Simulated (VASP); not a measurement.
# Re (R-3m) in VASP: notebook

Runs on Re. Level: LDA. Tasks: electric field gradients.

All numbers are computed with VASP 6.6.1; they aren't measurements. Logs are shortened: lines on timing, memory, paths and dates and some standing lists are left out, and cuts for length are marked.

## 1. The cell of the first run

It takes space group R-3m (No. 166, trigonal). Conventional cell: a = 2.821 Å, b = 2.821 Å, c = 6.705 Å, α = 90.00°, β = 90.00°, γ = 120.00°. Re (site symmetry -3m) has 12 Re at 2.77 to 2.82 Å within 3.6 Å.

## 2. Electric field gradients, LDA (equal xy, yz and zx shear strains of -2 %)

The input, INCAR:

```
SYSTEM = Re
ALGO = Normal
EDIFF = 1E-8
ENCUT = 520
GGA = CA
ISIF = 2
ISMEAR = -1
LASPH = .TRUE.
LCHARG = .FALSE.
LEFG = .TRUE.
LREAL = .FALSE.
LWAVE = .FALSE.
NBANDS = 10
NELM = 60
PREC = Accurate
SIGMA = 0.03
```

The input, KPOINTS:

```
k-points
0
G
  14 14 14
  0 0 0
```

The input, POSCAR:

```
Re
1.0
   -0.0395000000      1.9552500000      1.9552500000
    1.9552500000     -0.0395000000      1.9552500000
    1.9552500000      1.9552500000     -0.0395000000
Re
1
Direct
    0.0000000000      0.0000000000      0.0000000000
```

Potentials or basis: VASP PAW LDA potentials, release 64 (Re).

Run with:

```
$ cat potpaw_LDA.64/Re/POTCAR > POTCAR
$ mpirun -np 1 vasp_std > vasp.out
```

OUTCAR:

```text
SYSTEM = Re
   EDIFF = 1E-8
   ENCUT = 520
   GGA = CA
   ISIF = 2
   ISMEAR = -1
   LASPH = .TRUE.
   LREAL = .FALSE.
   NELM = 60
   PREC = Accurate

 ion  position               nearest neighbor table
   1  0.000  0.000  0.000-

  LATTYP: Found a trigonal (rhomboedric) cell.
 ALAT       =     2.7654231819
 COS(alpha) =     0.4797000918

  Lattice vectors:

 A1 = (  -0.0395000000,   1.9552500000,   1.9552500000)
 A2 = (   1.9552500000,  -0.0395000000,   1.9552500000)
 A3 = (   1.9552500000,   1.9552500000,  -0.0395000000)

Analysis of symmetry for initial positions (statically):
=====================================================================
 Subroutine PRICEL returns:
 Original cell was already a primitive cell.

 Routine SETGRP: Setting up the symmetry group for a
 trigonal (rhombohedral) supercell.

 Subroutine GETGRP returns: Found 12 space group operations
 (whereof 12 operations were pure point group operations)
 out of a pool of 12 trial point group operations.

The static configuration has the point symmetry D_3d.

Analysis of symmetry for dynamics (positions and initial velocities):
=====================================================================
 Subroutine PRICEL returns:
 Original cell was already a primitive cell.

 Routine SETGRP: Setting up the symmetry group for a
 trigonal (rhombohedral) supercell.

 Subroutine GETGRP returns: Found 12 space group operations
 (whereof 12 operations were pure point group operations)
 out of a pool of 12 trial point group operations.

The dynamic configuration has the point symmetry D_3d.

 Subroutine INISYM returns: Found 12 space group operations
 (whereof 12 operations are pure point group operations),
 and found     1 'primitive' translations

----------------------------------------------------------------------------------------

                                     Primitive cell

  volume of cell :      15.4028

  direct lattice vectors                    reciprocal lattice vectors
    -0.039500000  1.955250000  1.955250000    -0.248100243  0.253215712  0.253215712
     1.955250000 -0.039500000  1.955250000     0.253215712 -0.248100243  0.253215712
     1.955250000  1.955250000 -0.039500000     0.253215712  0.253215712 -0.248100243

  length of vectors
     2.765423182  2.765423182  2.765423182     0.435649083  0.435649083  0.435649083

  position of ions in fractional coordinates (direct lattice)
     0.000000000  0.000000000  0.000000000

  ion indices of the primitive-cell ions
   primitive index   ion index
                 1           1

----------------------------------------------------------------------------------------

 KPOINTS: k-points

Automatic generation of k-mesh.
 Grid dimensions read from file:
 generate k-points for:   14   14   14

 Generating k-lattice:

  Cartesian coordinates                     Fractional coordinates (reciprocal lattice)
    -0.017721446  0.018086837  0.018086837     0.071428571  0.000000000 -0.000000000
     0.018086837 -0.017721446  0.018086837     0.000000000  0.071428571 -0.000000000
     0.018086837  0.018086837 -0.017721446     0.000000000  0.000000000  0.071428571

  Length of vectors
     0.031117792  0.031117792  0.031117792

  Shift w.r.t. Gamma in fractional coordinates (k-lattice)
     0.000000000  0.000000000  0.000000000

 Subroutine IBZKPT returns following result:
 ===========================================

 Found    288 irreducible k-points:

 Following reciprocal coordinates:
            Coordinates               Weight
  0.000000  0.000000  0.000000      1.000000
  0.071429  0.000000  0.000000      6.000000
  0.142857  0.000000  0.000000      6.000000
  0.214286  0.000000  0.000000      6.000000
  0.285714  0.000000 -0.000000      6.000000
  0.357143  0.000000  0.000000      6.000000
[... 16 lines left out ...]
  0.214286  0.142857  0.000000     12.000000
  0.285714  0.142857  0.000000     12.000000
 [... further k-points ...]
   k-points           NKPTS =    288   k-points in BZ     NKDIM =    288   number of bands    NBANDS=     10
   number of dos      NEDOS =    301   number of ions     NIONS =      1
   total plane-waves  NPLWV =  13824
   dimension x,y,z NGX =    24 NGY =   24 NGZ =   24
   dimension x,y,z NGXF=    48 NGYF=   48 NGZF=   48
   ions per type =               1
   NGX,Y,Z   is equivalent  to a cutoff of  14.43, 14.43, 14.43 a.u.
   NGXF,Y,Z  is equivalent  to a cutoff of  28.86, 28.86, 28.86 a.u.
 SYSTEM =  Re
   PREC   = accura    normal or accurate (medium, high low for compatibility)
   ISTART =      0    job   : 0-new  1-cont  2-samecut
   ICHARG =      2    charge: 1-file 2-atom 10-const
   ISPIN  =      1    spin polarized calculation?
   LNONCOLLINEAR =      F non collinear calculations
   LSORBIT =      F    spin-orbit coupling
   LASPH  =      T    aspherical Exc in radial PAW
   ENCUT  =  520.0 eV  38.22 Ry    6.18 a.u.   5.14  5.14  5.14*2*pi/ulx,y,z
   NELM   =     60;   NELMIN=  2; NELMDL= -5     # of ELM steps
   EDIFF  = 0.1E-07   stopping-criterion for ELM
   LREAL  =      F    real-space projection
   EDIFFG = 0.1E-06   stopping-criterion for IOM
   NSW    =      0    number of steps for IOM
   IBRION =     -1    ionic relax: 0-MD 1-quasi-New 2-CG
   NFREE  =      0    steps in history (QN), initial steepest desc. (CG)
   ISIF   =      2    stress and relaxation
   ISYM   =      2    0-nonsym 1-usesym 2-fastsym
   POTIM  = 0.5000    time-step for ionic-motion
   TEBEG  =    0.0;   TEEND  =   0.0 temperature during run
   PSTRESS=    0.0 pullay stress
   NELECT =       7.0000    total number of electrons
   NUPDOWN=      -1.0000    fix difference up-down
   EMIN   =  10.00;   EMAX   =-10.00  energy-range for DOS
   EFERMI =   0.00;   METHOD = LEGACY
   ISMEAR =    -1;   SIGMA  =   0.03  broadening in eV -4-tet -1-fermi 0-gaus
   EFERMI_NEDOS =   21; number of points for ismear=-14 and -15
   IALGO  =     38    algorithm
   IMIX   =      4    mixing-type and parameters
     AMIX     =   0.40;   BMIX     =  1.00
     AMIX_MAG =   1.60;   BMIX_MAG =  1.00
  volume/ion in A,a.u.               =      15.40       103.94
  Fermi-wavevector in a.u.,A,eV,Ry     =   1.258657  2.378517 21.554594  1.584218
  Thomas-Fermi vector in A             =   2.392256
   LORBIT       =      0    0 simple, 1 ext, 2 COOP (PROOUT), +10 PAW based schemes
   GGA     = CA    functional components
   LHFCALC =     F    Hartree Fock is set to
   AEXX    =    0.0000 exact exchange contribution
   IVDW    =     0    specifies the selected vdW correction
   LEPSILON=     F    determine dielectric tensor
   LRPA    =     F    only Hartree local field effects (RPA)
 non-spin polarized calculation
  energy-cutoff  :      520.00
  volume of cell :       15.40
 maximum number of plane-waves:       426
 NGX is ok and might be reduce to    24
   NGX = 11   NGY = 11   NGZ = 11

 number of electron       7.0000000 magnetization

 Free energy of the ion-electron system (eV)
  ---------------------------------------------------
  ext. energy  EPLUGINS =         0.00000000
  ---------------------------------------------------
  free energy    TOTEN  =       -13.60812269 eV

  energy without entropy =      -13.60461261  energy(sigma->0) =      -13.60636765

 E-fermi :   7.5528     XC(G=0): -13.5957

 val. band max:        7.5515337450   @ k =   0.1429   0.1429   0.0000
 cond. band min:       7.5576127248   @ k =  -0.3571  -0.4286   0.1429
 fundamental gap:      0.0060789798
 Fermi energy:         7.5527532789

 k-point     1 :       0.0000    0.0000    0.0000
  band No.  band energies     occupation
      1      -2.1987      2.00000
      2       5.5367      2.00000
      3       5.5367      2.00000
      4       6.0901      2.00000
      5       8.7024      0.00000
      6       8.7024      0.00000
      7      21.4660      0.00000
      8      26.5429      0.00000
      9      26.5429      0.00000
     10      27.4309      0.00000

 k-point     2 :       0.0714    0.0000    0.0000
  band No.  band energies     occupation
      1      -1.9769      2.00000
      2       5.4295      2.00000
      3       5.6245      2.00000
      4       6.1661      2.00000
      5       8.6269      0.00000
      6       8.6342      0.00000
      7      21.8860      0.00000
      8      25.5937      0.00000
      9      26.9567      0.00000
     10      27.7368      0.00000
[... 274 lines left out ...]
 k-point    24 :       0.2857    0.1429    0.0000
  band No.  band energies     occupation
      1       0.5289      2.00000
      2       4.1383      2.00000
      3       5.9032      2.00000
      4       7.0647      2.00000
      5       8.2288      0.00000
      6       9.7729      0.00000
      7      22.6106      0.00000
      8      25.6446      0.00000
      9      27.9246      0.00000
     10      28.5537      0.00000

 [... further k-points ...]
[... 5 lines left out ...]
  --------------------------------------------------------------------------------------
  -------------------------------------------------------------------------------------
  Total       -2.1866571     -2.1866571     -2.1866571      0.2703153      0.2703153      0.2703153
  in kB     -227.4527275   -227.4527275   -227.4527275     28.1177862     28.1177862     28.1177862
  external PRESSURE =    -227.4527275 kB  Pullay stress =       0.0000000 kB

 VOLUME and BASIS-vectors are now :
 -----------------------------------------------------------------------------
  energy-cutoff  :      520.00
  volume of cell :       15.40
      direct lattice vectors                 reciprocal lattice vectors
    -0.039500000  1.955250000  1.955250000    -0.248100243  0.253215712  0.253215712
     1.955250000 -0.039500000  1.955250000     0.253215712 -0.248100243  0.253215712
     1.955250000  1.955250000 -0.039500000     0.253215712  0.253215712 -0.248100243

 POSITION                                       TOTAL-FORCE (eV/Angst)
 -----------------------------------------------------------------------------------
      0.00000      0.00000      0.00000         0.000000     -0.000000      0.000000
 -----------------------------------------------------------------------------------
    total drift:                               -0.000000      0.000000      0.000000

  FREE ENERGIE OF THE ION-ELECTRON SYSTEM (eV)
  ---------------------------------------------------
  free  energy   TOTEN  =       -13.6081226908 eV

  energy  without entropy=      -13.6046126121  energy(sigma->0) =      -13.60636765

 Electric field gradients (V/A^2)
---------------------------------------------------------------------
 ion       V_xx      V_yy      V_zz      V_xy      V_xz      V_yz
---------------------------------------------------------------------
   1       0.000    -0.000    -0.000   -29.334   -29.334   -29.334
---------------------------------------------------------------------

 Electric field gradients after diagonalization (V/A^2)
 (convention: |V_zz| > |V_xx| > |V_yy|)
----------------------------------------------------------------------
 ion       V_xx      V_yy      V_zz     asymmetry (V_yy - V_xx)/ V_zz
----------------------------------------------------------------------
   1      29.334    29.334   -58.668       0.000
----------------------------------------------------------------------

           NMR quadrupolar parameters

 Cq : quadrupolar parameter    Cq=e*Q*V_zz/h
 eta: asymmetry parameters     (V_yy - V_xx)/ V_zz
 Q  : nuclear electric quadrupole moment in mb (millibarn)
----------------------------------------------------------------------
 ion       Cq(MHz)       eta       Q (mb)
----------------------------------------------------------------------
   1      -0.142       0.000       1.000
----------------------------------------------------------------------
```

Wall time 27 s (1 thread of Intel Xeon Platinum 8488C (Sapphire Rapids), shared host); peak memory 0.16 GiB.

Results:

```yaml
Free_energy: -13.6081 eV
Pressure: -22.7 GPa
Band_gap_on_the_k_mesh: zero (an odd number of electrons rules out a gap without spin polarisation)
Largest_electric_field_gradient_by_atom: Re -58.7 V/Å²
```

Electric field gradients, principal values (V/Å²):
```csv
atom,least,middle,greatest (by size)
1 Re,29.334,29.334,-58.668
```

Caveat: the cell differs from its parent crystal (equal xy, yz and zx shear strains of -2 %); the cell stands under tension; without QUAD_EFG the Cq values of the log hold for a quadrupole moment of 1 mb, not for the nuclei; spin-orbit coupling is left out, which moves the levels of the heavy elements.

(Continued in part 2 of 3.)
